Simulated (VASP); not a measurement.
# SiC (F-43m) in VASP: notebook, part 3 of 3

VASP 6.6.1. Earlier steps stand in the parts before.

## Step 5: Single point, r2SCAN+D3(BJ)

This run uses another cell than the first one, of 9.73 Å³/atom.

POSCAR reads:

```
SiC
1.0
    0.0000000000      2.1345181309      2.1345181309
    2.1345181309      0.0000000000      2.1345181309
    2.1345181309      2.1345181309      0.0000000000
Si C
1 1
Direct
    0.0000000000      0.0000000000      0.0000000000
    0.7500000000      0.7500000000      0.7500000000
```

INCAR.step1 reads:

```
SYSTEM = SiC
PREC     = Accurate       ! precision mode
ENCUT    = 660            ! plane-wave cutoff, eV
ISMEAR   = -1             ! smearing method
SIGMA    = 0.05           ! smearing width, eV
LREAL    = .False.        ! projectors in reciprocal space
LASPH    = .True.         ! aspherical terms in the spheres
NELM     = 120            ! most SCF steps
NBANDS   = 11             ! bands
GGA      = PE             ! functional
ALGO     = Normal         ! electronic algorithm
EDIFF    = 1E-5           ! SCF threshold, eV
LWAVE    = .True.         ! write WAVECAR
LCHARG   = .False.        ! write CHGCAR
GGA_COMPAT= .False.
```

INCAR.step2 reads:

```
SYSTEM = SiC
PREC     = Accurate       ! precision mode
ENCUT    = 660            ! plane-wave cutoff, eV
EDIFF    = 1E-6           ! SCF threshold, eV
ISMEAR   = -1             ! smearing method
SIGMA    = 0.05           ! smearing width, eV
LREAL    = .False.        ! projectors in reciprocal space
LASPH    = .True.         ! aspherical terms in the spheres
NELM     = 120            ! most SCF steps
ALGO     = Normal         ! electronic algorithm
ISIF     = 2              ! what is computed and relaxed
LWAVE    = .False.        ! write WAVECAR
LCHARG   = .False.        ! write CHGCAR
METAGGA  = R2SCAN         ! meta-GGA
LMIXTAU  = .True.       
IVDW     = 12             ! dispersion correction
VDW_S6   = 1.0          
VDW_S8   = 0.78981345   
VDW_A1   = 0.49484001   
VDW_A2   = 5.73083694   
NBANDS   = 11             ! bands
ISTART   = 1            
GGA_COMPAT= .False.
```

KPOINTS reads:

```
Automatic mesh
0
Gamma
  10 10 10
  0 0 0
```

Potentials or basis: VASP PAW PBE potentials, release 64 (Si, C).

The run is started by

```
$ cat potpaw_PBE.64/Si/POTCAR potpaw_PBE.64/C/POTCAR > POTCAR
$ cp INCAR.step1 INCAR
$ mpirun -np 1 vasp_std > vasp.out
$ cp INCAR.step2 INCAR
$ mpirun -np 1 vasp_std > vasp.out
```

OUTCAR:

```text
SYSTEM = SiC
   PREC = Accurate
   ENCUT = 660
   EDIFF = 1E-6
   ISMEAR = -1
   LREAL = .False.
   LASPH = .True.
   NELM = 120
   ISIF = 2
   METAGGA = R2SCAN
   IVDW = 12
   ISTART = 1
 IVDW          = 12

 ion  position               nearest neighbor table
   1  0.000  0.000  0.000-   2 1.85   2 1.85   2 1.85   2 1.85
   2  0.750  0.750  0.750-   1 1.85   1 1.85   1 1.85   1 1.85

  LATTYP: Found a face centered cubic cell.
 ALAT       =     4.2690362618

  Lattice vectors:

 A1 = (   0.0000000000,   2.1345181309,   2.1345181309)
 A2 = (   2.1345181309,   0.0000000000,   2.1345181309)
 A3 = (   2.1345181309,   2.1345181309,   0.0000000000)

Analysis of symmetry for initial positions (statically):
=====================================================================
 Subroutine PRICEL returns:
 Original cell was already a primitive cell.

 Routine SETGRP: Setting up the symmetry group for a
 face centered cubic supercell.

 Subroutine GETGRP returns: Found 24 space group operations
 (whereof 24 operations were pure point group operations)
 out of a pool of 48 trial point group operations.

The static configuration has the point symmetry T_d .

Analysis of symmetry for dynamics (positions and initial velocities):
=====================================================================
 Subroutine PRICEL returns:
 Original cell was already a primitive cell.

 Routine SETGRP: Setting up the symmetry group for a
 face centered cubic supercell.

 Subroutine GETGRP returns: Found 24 space group operations
 (whereof 24 operations were pure point group operations)
 out of a pool of 48 trial point group operations.

The dynamic configuration has the point symmetry T_d .

 Subroutine INISYM returns: Found 24 space group operations
 (whereof 24 operations are pure point group operations),
 and found     1 'primitive' translations

----------------------------------------------------------------------------------------

                                     Primitive cell

  volume of cell :      19.4504

  direct lattice vectors                    reciprocal lattice vectors
     0.000000000  2.134518131  2.134518131    -0.234244907  0.234244907  0.234244907
     2.134518131  0.000000000  2.134518131     0.234244907 -0.234244907  0.234244907
     2.134518131  2.134518131  0.000000000     0.234244907  0.234244907 -0.234244907

  length of vectors
     3.018664490  3.018664490  3.018664490     0.405724079  0.405724079  0.405724079

  position of ions in fractional coordinates (direct lattice)
     0.000000000  0.000000000  0.000000000
     0.750000000  0.750000000  0.750000000

  ion indices of the primitive-cell ions
   primitive index   ion index
                 1           1
                 2           2

----------------------------------------------------------------------------------------

 KPOINTS: Automatic mesh

Automatic generation of k-mesh.
 Grid dimensions read from file:
 generate k-points for:   10   10   10

 Generating k-lattice:

  Cartesian coordinates                     Fractional coordinates (reciprocal lattice)
    -0.023424491  0.023424491  0.023424491     0.100000000  0.000000000  0.000000000
[... 21 lines left out ...]
  0.500000  0.000000  0.000000      4.000000
[... 16 lines left out ...]
  0.300000  0.300000  0.000000      6.000000
  0.400000  0.300000  0.000000     24.000000
 [... further k-points ...]
   k-points           NKPTS =     47   k-points in BZ     NKDIM =     47   number of bands    NBANDS=     11
   number of dos      NEDOS =    301   number of ions     NIONS =      2
   total plane-waves  NPLWV =  21952
   dimension x,y,z NGX =    28 NGY =   28 NGZ =   28
   dimension x,y,z NGXF=    56 NGYF=   56 NGZF=   56
   ions per type =               1   1
   NGX,Y,Z   is equivalent  to a cutoff of  15.42, 15.42, 15.42 a.u.
   NGXF,Y,Z  is equivalent  to a cutoff of  30.84, 30.84, 30.84 a.u.
 SYSTEM =  SiC
   PREC   = accura    normal or accurate (medium, high low for compatibility)
   ISTART =      1    job   : 0-new  1-cont  2-samecut
   ICHARG =      0    charge: 1-file 2-atom 10-const
   ISPIN  =      1    spin polarized calculation?
   LNONCOLLINEAR =      F non collinear calculations
   LSORBIT =      F    spin-orbit coupling
   LASPH  =      T    aspherical Exc in radial PAW
   ENCUT  =  660.0 eV  48.51 Ry    6.96 a.u.   6.32  6.32  6.32*2*pi/ulx,y,z
   NELM   =    120;   NELMIN=  2; NELMDL=  0     # of ELM steps
   EDIFF  = 0.1E-05   stopping-criterion for ELM
   LREAL  =      F    real-space projection
   EDIFFG = 0.1E-04   stopping-criterion for IOM
   NSW    =      0    number of steps for IOM
   IBRION =     -1    ionic relax: 0-MD 1-quasi-New 2-CG
   NFREE  =      0    steps in history (QN), initial steepest desc. (CG)
   ISIF   =      2    stress and relaxation
   ISYM   =      2    0-nonsym 1-usesym 2-fastsym
   POTIM  = 0.5000    time-step for ionic-motion
   TEBEG  =    0.0;   TEEND  =   0.0 temperature during run
   PSTRESS=    0.0 pullay stress
   NELECT =       8.0000    total number of electrons
   NUPDOWN=      -1.0000    fix difference up-down
   EMIN   =  10.00;   EMAX   =-10.00  energy-range for DOS
   EFERMI =   0.00;   METHOD = LEGACY
   ISMEAR =    -1;   SIGMA  =   0.05  broadening in eV -4-tet -1-fermi 0-gaus
   EFERMI_NEDOS =   21; number of points for ismear=-14 and -15
   IALGO  =     38    algorithm
   IMIX   =      4    mixing-type and parameters
     AMIX     =   0.40;   BMIX     =  1.00
     AMIX_MAG =   1.60;   BMIX_MAG =  1.00
  volume/ion in A,a.u.               =       9.73        65.63
  Fermi-wavevector in a.u.,A,eV,Ry     =   1.217479  2.300703 20.167321  1.482256
  Thomas-Fermi vector in A             =   2.352798
   LORBIT       =      0    0 simple, 1 ext, 2 COOP (PROOUT), +10 PAW based schemes
   METAGGA = R2SCAN    functional components
   LHFCALC =     F    Hartree Fock is set to
   AEXX    =    0.0000 exact exchange contribution
   IVDW    =    12    specifies the selected vdW correction
   LEPSILON=     F    determine dielectric tensor
   LRPA    =     F    only Hartree local field effects (RPA)
 non-spin polarized calculation
  energy-cutoff  :      660.00
  volume of cell :       19.45
 maximum number of plane-waves:       763
 NGX is ok and might be reduce to    28
   NGX = 13   NGY = 13   NGZ = 13

 number of electron       8.0000000 magnetization

 Free energy of the ion-electron system (eV)
  ---------------------------------------------------
  ext. energy  EPLUGINS =         0.00000000
  ---------------------------------------------------
  free energy    TOTEN  =       -19.27694446 eV

  energy without entropy =      -19.27694446  energy(sigma->0) =      -19.27694446

 E-fermi :   9.5488     XC(G=0): -12.2136

 val. band max:        8.6857563512   @ k =   0.0000   0.0000   0.0000
 cond. band min:      10.3700775494   @ k =   0.5000   0.5000   0.0000
 fundamental gap:      1.6843211982
 Fermi energy:         9.5488491908

 k-point     1 :       0.0000    0.0000    0.0000
  band No.  band energies     occupation
      1      -7.9931      2.00000
      2       8.6858      2.00000
      3       8.6858      2.00000
      4       8.6858      2.00000
      5      16.3045      0.00000
      6      17.0138      0.00000
      7      17.0138      0.00000
      8      17.0138      0.00000
      9      24.2861      0.00000
     10      24.2861      0.00000
     11      27.4895      0.00000
[... 309 lines left out ...]
 k-point    24 :       0.4000    0.3000    0.0000
  band No.  band energies     occupation
      1      -4.5879      2.00000
      2       2.7755      2.00000
      3       5.2931      2.00000
      4       5.8442      2.00000
      5      12.0502      0.00000
      6      15.1368      0.00000
      7      21.9138      0.00000
      8      22.1232      0.00000
      9      24.3348      0.00000
     10      28.3952      0.00000
     11      32.1728      0.00000

 [... further k-points ...]

------------------------ aborting loop because EDIFF is reached ----------------------------------------

 Edisp (eV)   -0.30010

 E8    (eV) :    -0.0854

  FORCE on cell =-STRESS in cart. coord.  units (eV):
  Direction    XX          YY          ZZ          XY          YZ          ZX
  --------------------------------------------------------------------------------------
  -------------------------------------------------------------------------------------
  Total       1.52332     1.52332     1.52332    -0.00000    -0.00000     0.00000
  in kB     125.47972   125.47972   125.47972    -0.00000    -0.00000     0.00000
  external pressure =      125.48 kB  Pullay stress =        0.00 kB

 VOLUME and BASIS-vectors are now :
 -----------------------------------------------------------------------------
  energy-cutoff  :      660.00
  volume of cell :       19.45
      direct lattice vectors                 reciprocal lattice vectors
     0.000000000  2.134518131  2.134518131    -0.234244907  0.234244907  0.234244907
     2.134518131  0.000000000  2.134518131     0.234244907 -0.234244907  0.234244907
     2.134518131  2.134518131  0.000000000     0.234244907  0.234244907 -0.234244907

 POSITION                                       TOTAL-FORCE (eV/Angst)
 -----------------------------------------------------------------------------------
      0.00000      0.00000      0.00000        -0.000000     -0.000000     -0.000000
      3.20178      3.20178      3.20178         0.000000      0.000000      0.000000
 -----------------------------------------------------------------------------------
    total drift:                                0.000000      0.000000      0.000000

  FREE ENERGIE OF THE ION-ELECTRON SYSTEM (eV)
  ---------------------------------------------------
  free  energy   TOTEN  =       -19.5770480354 eV

  energy  without entropy=      -19.5770480346  energy(sigma->0) =      -19.57704804
```

Wall time 62 s (1 thread of AMD EPYC 7R43 (Zen 3), shared host); peak memory 0.14 GiB.

What came out:

```yaml
Free_energy: -19.5770 eV
Pressure: 12.5 GPa
Band_gap_on_the_k_mesh: 1.68 eV (least direct gap 5.14 eV)
Dispersion_energy_per_atom: -0.150 eV
```

Caveat: the cell stands under pressure; the PAW data sets were made with another functional, which shifts forces and pressure a little. r2SCAN opens gaps a little over a GGA but as a rule still falls short of measured ones.

## Step 6: Single point, r2SCAN+D3(BJ)

This run uses another cell than the first one, of 9.93 Å³/atom.

POSCAR reads:

```
SiC
1.0
    0.0000000000      2.1495504440      2.1495504440
    2.1495504440      0.0000000000      2.1495504440
    2.1495504440      2.1495504440      0.0000000000
Si C
1 1
Direct
    0.0000000000      0.0000000000      0.0000000000
    0.7500000000      0.7500000000      0.7500000000
```

INCAR.step1 reads:

```
SYSTEM = SiC
  PREC = Accurate
  ENCUT = 660
  ISMEAR = -1
  SIGMA = 0.05
  LREAL = .FALSE.
  LASPH = .TRUE.
  NELM = 120
  NBANDS = 11
  GGA = PE
  ALGO = Normal
  EDIFF = 1E-5
  LWAVE = .TRUE.
  LCHARG = .FALSE.
  GGA_COMPAT = .FALSE.
```

INCAR.step2 reads:

```
SYSTEM = SiC
  PREC = Accurate
  ENCUT = 660
  EDIFF = 1E-6
  ISMEAR = -1
  SIGMA = 0.05
  LREAL = .FALSE.
  LASPH = .TRUE.
  NELM = 120
  ALGO = Normal
  ISIF = 2
  LWAVE = .FALSE.
  LCHARG = .TRUE.
  METAGGA = R2SCAN
  LMIXTAU = .TRUE.
  IVDW = 12
  VDW_S6 = 1.0
  VDW_S8 = 0.78981345
  VDW_A1 = 0.49484001
  VDW_A2 = 5.73083694
  LELF = .TRUE.
  LVHAR = .TRUE.
  NBANDS = 11
  ISTART = 1
  GGA_COMPAT = .FALSE.
```

KPOINTS reads:

```
regular mesh
0
G
  10 10 10
  0 0 0
```

Potentials or basis: VASP PAW PBE potentials, release 64 (Si, C).

The run is started by

```
$ cat potpaw_PBE.64/Si/POTCAR potpaw_PBE.64/C/POTCAR > POTCAR
$ cp INCAR.step1 INCAR
$ mpirun -np 1 vasp_std > vasp.out
$ cp INCAR.step2 INCAR
$ mpirun -np 1 vasp_std > vasp.out
```

Run time: 64 s. Hardware: 1 thread of AMD EPYC 7R43 (Zen 3), shared host; peak memory 0.14 GiB.

The run converged. Its results:

- Free energy: -19.6026 eV
- Pressure: 6.9 GPa
- Band gap on the k mesh: 1.70 eV (least direct gap 5.11 eV)
- Dispersion energy per atom: -0.147 eV

Levels at points of the mesh, in eV from the valence-band top:
| k point | band 2 | band 3 | band 4 | band 5 | band 6 | band 7 |
| --- | --- | --- | --- | --- | --- | --- |
| (0.00, 0.00, 0.00) | 0.00 | 0.00 | 0.00 | 7.35 | 8.16 | 8.16 |
| (0.50, 0.00, 0.00) | -9.04 | -1.11 | -1.11 | 6.39 | 7.93 | 7.93 |
| (0.50, 0.50, 0.00) | -8.18 | -3.41 | -3.41 | 1.70 | 4.99 | 15.64 |

Caveat: the cell stands under pressure; the PAW data sets were made with another functional, which shifts forces and pressure a little. r2SCAN opens gaps a little over a GGA but as a rule still falls short of measured ones.

## Step 7: Summary

```csv
level,cell,cutoff (eV),gap on the mesh (eV),pressure (GPa)
BLYP,"a = 3.102 Å, angles 60.0°, 2 atoms",600,1.72,3.9
BLYP,"a = 3.122 Å, angles 60.0°, 2 atoms",600,1.73,0.0
BLYP,"a = 3.142 Å, angles 60.0°, 2 atoms",600,1.74,-3.7
r2SCAN+D3(BJ),"a = 3.019 Å, angles 60.0°, 2 atoms",660,1.68,12.5
r2SCAN+D3(BJ),"a = 3.040 Å, angles 60.0°, 2 atoms",660,1.70,6.9
```

Alike in all rows: task single point; potentials or basis VASP PAW PBE potentials, release 64 (Si, C); no spin polarisation; k mesh 10 × 10 × 10; smearing fermi-dirac 0.05 eV.

Caveats: the PAW data sets were made with another functional, which shifts forces and pressure a little; the cell stands under pressure (at least some runs); the cell stands under tension (at least some runs).

Absolute energies hang on the potentials; compare differences alone.

## Step 8: Against experiment

Step 3. A measured gap of SiC is 2.4 eV (indirect; quoted in “Insight into the structural, elastic and electronic properties of a new orthorhombic 6O-SiC polytype”, 2020, pmc:7200658); the calculated 1.73 eV misses it by -0.67 eV. The value is that of BLYP on a finite k mesh, which can miss the band edges, without temperature or zero-point motion. Semilocal functionals fall short of measured gaps as a rule.
